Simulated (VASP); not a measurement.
# Te (Pmc2_1) in VASP: density of states with PBE

Aim: the density of states of Te with PBE.

All numbers are computed with VASP 6.6.1; they aren't measurements. Logs are shortened: lines on timing, memory, paths and dates and some standing lists are left out, and cuts for length are marked.

## Step 1: The cell of the first run

The typed cell holds 4 atoms: a = 3.207 Å, b = 4.515 Å, c = 9.053 Å, α = 90.00°, β = 90.00°, γ = 90.00°.

## Step 2: Density of states, PBE

POSCAR

```
Te
1.0
    3.2069323718      0.0000000000      0.0000000000
    0.0000000000      4.5148812793      0.0000000000
    0.0000000000      0.0000000000      9.0527371723
Te
4
Direct
    0.5000000000      0.4994767495      0.7600015381
    0.5000000000      0.5005232505      0.2600015381
    0.5000000000      1.0001369412      0.0099984619
    0.5000000000     -0.0001369412      0.5099984619
```

INCAR.step1

```
SYSTEM = Te
  ALGO = Normal
  EDIFF = 1E-7
  ENCUT = 520
  GGA = PE
  ISIF = 2
  ISMEAR = 0
  LASPH = .True.
  LCHARG = .True.
  LREAL = .False.
  LWAVE = .False.
  NBANDS = 20
  NELM = 100
  PREC = Accurate
  SIGMA = 0.1
```

KPOINTS.step1

```
k-points
0
Gamma
  14 10 6
  0 0 0
```

INCAR.step2

```
SYSTEM = Te
  ALGO = Normal
  EDIFF = 1E-7
  ENCUT = 520
  GGA = PE
  ICHARG = 11
  ISIF = 2
  ISMEAR = -5
  LASPH = .True.
  LCHARG = .False.
  LORBIT = 11
  LREAL = .False.
  LWAVE = .False.
  NBANDS = 20
  NEDOS = 2001
  NELM = 100
  PREC = Accurate
  SIGMA = 0.1
```

KPOINTS.step2

```
k-points
0
Gamma
  21 15 9
  0 0 0
```

Potentials or basis: VASP PAW PBE potentials, release 64 (Te).

The run is started by

```sh
> cat potpaw_PBE.64/Te/POTCAR > POTCAR
> cp INCAR.step1 INCAR
> cp KPOINTS.step1 KPOINTS
> mpirun -np 1 vasp_std > vasp.out
> cp INCAR.step2 INCAR
> cp KPOINTS.step2 KPOINTS
> mpirun -np 1 vasp_std > vasp.out
```

OUTCAR:

```text
SYSTEM = Te
   EDIFF = 1E-7
   ENCUT = 520
   GGA = PE
   ICHARG = 11
   ISIF = 2
   ISMEAR = -5
   LASPH = .True.
   LORBIT = 11
   LREAL = .False.
   NELM = 100
   PREC = Accurate

 ion  position               nearest neighbor table
   1  0.500  0.499  0.760-   3 3.19   4 3.20   4 3.20   3 3.20
   2  0.500  0.501  0.260-   4 3.19   3 3.20   3 3.20   4 3.20
   3  0.500  0.000  0.010-   1 3.19   2 3.20   2 3.20   1 3.20
   4  0.500  1.000  0.510-   2 3.19   1 3.20   1 3.20   2 3.20

  LATTYP: Found a simple orthorhombic cell.
 ALAT       =     3.2069323718
 B/A-ratio  =     1.4078504801
 C/A-ratio  =     2.8228650070

  Lattice vectors:

 A1 = (   3.2069323718,   0.0000000000,   0.0000000000)
 A2 = (   0.0000000000,   4.5148812793,   0.0000000000)
 A3 = (   0.0000000000,   0.0000000000,   9.0527371723)

Analysis of symmetry for initial positions (statically):
=====================================================================
 Subroutine PRICEL returns:
 Original cell was already a primitive cell.

 Routine SETGRP: Setting up the symmetry group for a
 simple orthorhombic supercell.

 Subroutine GETGRP returns: Found  4 space group operations
 (whereof  2 operations were pure point group operations)
 out of a pool of  8 trial point group operations.

The static configuration has the point symmetry C_1h.
 The point group associated with its full space group is C_2v.

Analysis of symmetry for dynamics (positions and initial velocities):
=====================================================================
 Subroutine PRICEL returns:
 Original cell was already a primitive cell.

 Routine SETGRP: Setting up the symmetry group for a
 simple orthorhombic supercell.

 Subroutine GETGRP returns: Found  4 space group operations
 (whereof  2 operations were pure point group operations)
 out of a pool of  8 trial point group operations.

The dynamic configuration has the point symmetry C_1h.
 The point group associated with its full space group is C_2v.

 Subroutine INISYM returns: Found  4 space group operations
 (whereof  2 operations are pure point group operations),
 and found     1 'primitive' translations

----------------------------------------------------------------------------------------

                                     Primitive cell

  volume of cell :     131.0738

  direct lattice vectors                    reciprocal lattice vectors
     3.206932372  0.000000000  0.000000000     0.311824474  0.000000000  0.000000000
     0.000000000  4.514881279  0.000000000     0.000000000  0.221489766  0.000000000
     0.000000000  0.000000000  9.052737172     0.000000000  0.000000000  0.110463828

  length of vectors
     3.206932372  4.514881279  9.052737172     0.311824474  0.221489766  0.110463828

  position of ions in fractional coordinates (direct lattice)
     0.500000000  0.499476749  0.760001538
     0.500000000  0.500523251  0.260001538
     0.500000000  0.000136941  0.009998462
     0.500000000  0.999863059  0.509998462

  ion indices of the primitive-cell ions
   primitive index   ion index
                 1           1
                 2           2
                 3           3
                 4           4

----------------------------------------------------------------------------------------

 KPOINTS: k-points

Automatic generation of k-mesh.
 Grid dimensions read from file:
 generate k-points for:   21   15    9

 Generating k-lattice:

  Cartesian coordinates                     Fractional coordinates (reciprocal lattice)
     0.014848784  0.000000000  0.000000000     0.047619048  0.000000000  0.000000000
     0.000000000  0.014765984  0.000000000     0.000000000  0.066666667  0.000000000
     0.000000000  0.000000000  0.012273759     0.000000000  0.000000000  0.111111111

  Length of vectors
     0.014848784  0.014765984  0.012273759

  Shift w.r.t. Gamma in fractional coordinates (k-lattice)
     0.000000000  0.000000000  0.000000000

 TETIRR: Found   8440 inequivalent tetrahedra from    17010

 Subroutine IBZKPT returns following result:
 ===========================================

 Found    440 irreducible k-points:

 Following reciprocal coordinates:
            Coordinates               Weight
  0.000000  0.000000  0.000000      1.000000
  0.047619  0.000000  0.000000      2.000000
  0.095238  0.000000  0.000000      2.000000
  0.142857  0.000000  0.000000      2.000000
  0.190476  0.000000  0.000000      2.000000
  0.238095  0.000000  0.000000      2.000000
[... 16 lines left out ...]
  0.000000  0.133333  0.000000      2.000000
  0.047619  0.133333  0.000000      4.000000
 [... further k-points ...]
   k-points           NKPTS =    440   k-points in BZ     NKDIM =    440   number of bands    NBANDS=     20
   number of dos      NEDOS =   2001   number of ions     NIONS =      4
   total plane-waves  NPLWV =  60480
   dimension x,y,z NGX =    24 NGY =   36 NGZ =   70
   dimension x,y,z NGXF=    48 NGYF=   72 NGZF=  140
   ions per type =               4
   NGX,Y,Z   is equivalent  to a cutoff of  12.44, 13.26, 12.85 a.u.
   NGXF,Y,Z  is equivalent  to a cutoff of  24.88, 26.51, 25.71 a.u.
 SYSTEM =  Te
   PREC   = accura    normal or accurate (medium, high low for compatibility)
   ISTART =      0    job   : 0-new  1-cont  2-samecut
   ICHARG =     11    charge: 1-file 2-atom 10-const
   ISPIN  =      1    spin polarized calculation?
   LNONCOLLINEAR =      F non collinear calculations
   LSORBIT =      F    spin-orbit coupling
   LASPH  =      T    aspherical Exc in radial PAW
   ENCUT  =  520.0 eV  38.22 Ry    6.18 a.u.   5.96  8.39 16.83*2*pi/ulx,y,z
   NELM   =    100;   NELMIN=  2; NELMDL=  0     # of ELM steps
   EDIFF  = 0.1E-06   stopping-criterion for ELM
   LREAL  =      F    real-space projection
   EDIFFG = 0.1E-05   stopping-criterion for IOM
   NSW    =      0    number of steps for IOM
   IBRION =     -1    ionic relax: 0-MD 1-quasi-New 2-CG
   NFREE  =      0    steps in history (QN), initial steepest desc. (CG)
   ISIF   =      2    stress and relaxation
   ISYM   =      2    0-nonsym 1-usesym 2-fastsym
   POTIM  = 0.5000    time-step for ionic-motion
   TEBEG  =    0.0;   TEEND  =   0.0 temperature during run
   PSTRESS=    0.0 pullay stress
   NELECT =      24.0000    total number of electrons
   NUPDOWN=      -1.0000    fix difference up-down
   EMIN   =  10.00;   EMAX   =-10.00  energy-range for DOS
   EFERMI =   0.00;   METHOD = LEGACY
   ISMEAR =    -5;   SIGMA  =   0.10  broadening in eV -4-tet -1-fermi 0-gaus
   EFERMI_NEDOS =   21; number of points for ismear=-14 and -15
   IALGO  =     38    algorithm
   IMIX   =      4    mixing-type and parameters
     AMIX     =   0.40;   BMIX     =  1.00
     AMIX_MAG =   1.60;   BMIX_MAG =  1.00
  volume/ion in A,a.u.               =      32.77       221.13
  Fermi-wavevector in a.u.,A,eV,Ry     =   0.929622  1.756732 11.758124  0.864198
  Thomas-Fermi vector in A             =   2.055925
   LORBIT       =     11    0 simple, 1 ext, 2 COOP (PROOUT), +10 PAW based schemes
   GGA     = PE    functional components
   LHFCALC =     F    Hartree Fock is set to
   AEXX    =    0.0000 exact exchange contribution
   IVDW    =     0    specifies the selected vdW correction
   LEPSILON=     F    determine dielectric tensor
   LRPA    =     F    only Hartree local field effects (RPA)
 non-spin polarized calculation
 Fermi weights with tetrahedron method with Bloechl corrections
  energy-cutoff  :      520.00
  volume of cell :      131.07
 maximum number of plane-waves:      3566
 NGX is ok and might be reduce to    24

 number of electron      24.0000003 magnetization

 Free energy of the ion-electron system (eV)
  ---------------------------------------------------
  ext. energy  EPLUGINS =         0.00000000
  ---------------------------------------------------
  free energy    TOTEN  =       -12.40153959 eV

  energy without entropy =      -12.40153959  energy(sigma->0) =      -12.40153959

 E-fermi :   6.4167     XC(G=0):  -9.2729

 val. band max:        6.6623418549   @ k =   0.1429   0.2000   0.0000
 cond. band min:       6.3211339063   @ k =   0.4286   0.4000   0.0000
 fundamental gap:     -0.3412079486
 Fermi energy:         6.4166805963

 k-point     1 :       0.0000    0.0000    0.0000
  band No.  band energies     occupation
      1      -7.1789      2.00000
      2      -5.7982      2.00000
      3      -5.7980      2.00000
      4      -3.7030      2.00000
      5       2.0200      2.00000
      6       2.0437      2.00000
[... 12 lines left out ...]
     19      12.4693      0.00000
     20      12.8962      0.00000

 k-point     2 :       0.0476    0.0000    0.0000
  band No.  band energies     occupation
      1      -7.1526      2.00000
      2      -5.7717      2.00000
      3      -5.7715      2.00000
      4      -3.6757      2.00000
      5       2.0442      2.00000
      6       2.0679      2.00000
[... 12 lines left out ...]
     19      12.6646      0.00000
     20      13.0789      0.00000

 k-point     3 :       0.0952    0.0000    0.0000
  band No.  band energies     occupation
      1      -7.0742      2.00000
      2      -5.6928      2.00000
      3      -5.6926      2.00000
      4      -3.5946      2.00000
      5       2.1157      2.00000
      6       2.1394      2.00000
[... 12 lines left out ...]
     19      12.8579      0.00000
     20      13.7320      0.00000

 k-point     4 :       0.1429    0.0000    0.0000
  band No.  band energies     occupation
      1      -6.9458      2.00000
      2      -5.5637      2.00000
      3      -5.5635      2.00000
      4      -3.4613      2.00000
      5       2.2318      2.00000
      6       2.2554      2.00000
[... 12 lines left out ...]
     19      13.0197      0.00000
     20      13.8610      0.00000

 k-point     5 :       0.1905    0.0000    0.0000
  band No.  band energies     occupation
      1      -6.7715      2.00000
      2      -5.3881      2.00000
      3      -5.3879      2.00000
      4      -3.2793      2.00000
      5       2.3871      2.00000
      6       2.4107      2.00000
[... 12 lines left out ...]
     19      13.2265      0.00000
     20      13.9500      0.00000
[... 353 lines left out ...]
      6       2.0686      2.00000
[... 12 lines left out ...]
     19      11.1291      0.00000
     20      11.3656      0.00000

 k-point    22 :       0.4762    0.0667    0.0000
  band No.  band energies     occupation
      1      -5.4827      2.00000
      2      -4.0944      2.00000
      3      -4.0942      2.00000
      4      -1.9747      2.00000
      5       0.5400      2.00000
      6       1.8203      2.00000
[... 12 lines left out ...]
     19      10.9506      0.00000
     20      11.1484      0.00000

 k-point    23 :       0.0000    0.1333    0.0000
  band No.  band energies     occupation
      1      -7.0741      2.00000
      2      -5.7479      2.00000
      3      -5.7477      2.00000
      4      -3.9402      2.00000
      5       2.1576      2.00000
      6       2.2134      2.00000
[... 12 lines left out ...]
     19      13.2602      0.00000
     20      13.6412      0.00000

 k-point    24 :       0.0476    0.1333    0.0000
  band No.  band energies     occupation
      1      -7.0478      2.00000
      2      -5.7214      2.00000
      3      -5.7212      2.00000
      4      -3.9131      2.00000
      5       2.1818      2.00000
      6       2.2379      2.00000
[... 12 lines left out ...]
     19      13.2842      0.00000
     20      13.6253      0.00000

 [... further k-points ...]

------------------------ aborting loop because EDIFF is reached ----------------------------------------

  FORCE on cell =-STRESS in cart. coord.  units (eV):
  Direction    XX          YY          ZZ          XY          YZ          ZX
  --------------------------------------------------------------------------------------
  -------------------------------------------------------------------------------------
  Total       -0.2242959      0.0323583      0.0875091      0.0000000      0.0000000      0.0000000
  in kB       -2.7416739      0.3955313      1.0696649      0.0000000      0.0000000      0.0000000
  external PRESSURE =      -0.4254926 kB  Pullay stress =       0.0000000 kB

 VOLUME and BASIS-vectors are now :
 -----------------------------------------------------------------------------
  energy-cutoff  :      520.00
  volume of cell :      131.07
      direct lattice vectors                 reciprocal lattice vectors
     3.206932372  0.000000000  0.000000000     0.311824474  0.000000000  0.000000000
     0.000000000  4.514881279  0.000000000     0.000000000  0.221489766  0.000000000
     0.000000000  0.000000000  9.052737172     0.000000000  0.000000000  0.110463828

 POSITION                                       TOTAL-FORCE (eV/Angst)
 -----------------------------------------------------------------------------------
      1.60347      2.25508      6.88009         0.000000     -0.006814      0.003139
      1.60347      2.25980      2.35373         0.000000      0.006814      0.003139
      1.60347      0.00062      0.09051         0.000000      0.001811     -0.003139
      1.60347      4.51426      4.61688         0.000000     -0.001811     -0.003139
 -----------------------------------------------------------------------------------
    total drift:                               -0.000000     -0.000000      0.000061

  FREE ENERGIE OF THE ION-ELECTRON SYSTEM (eV)
  ---------------------------------------------------
  free  energy   TOTEN  =       -12.4015395913 eV

  energy  without entropy=      -12.4015395913  energy(sigma->0) =      -12.40153959

 total charge

# of ion       s       p       d       tot
------------------------------------------
    1        1.442   1.771   0.043   3.256
    2        1.442   1.771   0.043   3.256
    3        1.442   1.771   0.043   3.256
    4        1.442   1.771   0.043   3.256
--------------------------------------------------
tot          5.768   7.086   0.171  13.025
```

Wall time 8.9 min (1 thread of Intel Xeon Platinum 8488C (Sapphire Rapids), shared host); peak memory 0.87 GiB.

Results:

* Valence electrons inside the program's atomic spheres: Te 3.26

Levels at points of the mesh, in eV from the Fermi level:
| k point | band 10 | band 11 | band 12 | band 13 | band 14 | band 15 |
| --- | --- | --- | --- | --- | --- | --- |
| (0.00, 0.00, 0.00) | -2.36 | 1.12 | 1.19 | 1.21 | 2.18 | 2.31 |

Caveat: spin-orbit coupling is left out, which moves the levels of the heavy elements; tetrahedron occupations give inexact forces and stress in metals.
